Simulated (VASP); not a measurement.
A run of VASP 6.6.1:

File INCAR:

```
PREC = Accurate
ENCUT = 520
EDIFF = 1E-6
ISMEAR = -1
SIGMA = 0.1
LREAL = False
LASPH = True
NELM = 80
ALGO = Normal
ISIF = 2
LWAVE = False
LCHARG = False
GGA = PE
NBANDS = 32
```

Contents of KPOINTS:

```
Automatic mesh
0
Gamma
  5 5 5
```

The input POSCAR:

```
Pt3PbC
1.0
    4.3624884317      0.0000000000      0.0000000000
    0.0000000000      4.3624884317      0.0000000000
    0.0000000000      0.0000000000      4.3624884317
Pt Pb C
3 1 1
Direct
    0.0000000000      0.5000000000      0.5000000000
    0.5000000000      0.5000000000      0.0000000000
    0.5000000000      0.0000000000      0.5000000000
    0.0000000000      0.0000000000      0.0000000000
    0.5000000000      0.5000000000      0.5000000000
```

Potentials or basis: VASP PAW PBE potentials, release 64 (Pt, Pb_d, C).

Launch:

```bash
$ cat potpaw_PBE.64/Pt/POTCAR potpaw_PBE.64/Pb_d/POTCAR potpaw_PBE.64/C/POTCAR > POTCAR
$ mpirun -np 1 vasp_std > vasp.out
```

Hardware: 1 thread of Intel(R) Xeon(R) Platinum 8375C CPU @ 2.90GHz (Ice Lake), on a shared host.

Problem. How long does it take, and how much memory?

Solution. Wall time 14 s on 1 thread of Intel(R) Xeon(R) Platinum 8375C CPU @ 2.90GHz (Ice Lake) (shared host), peak memory 0.19 GiB. Counts: scf iterations 13, k points 10.
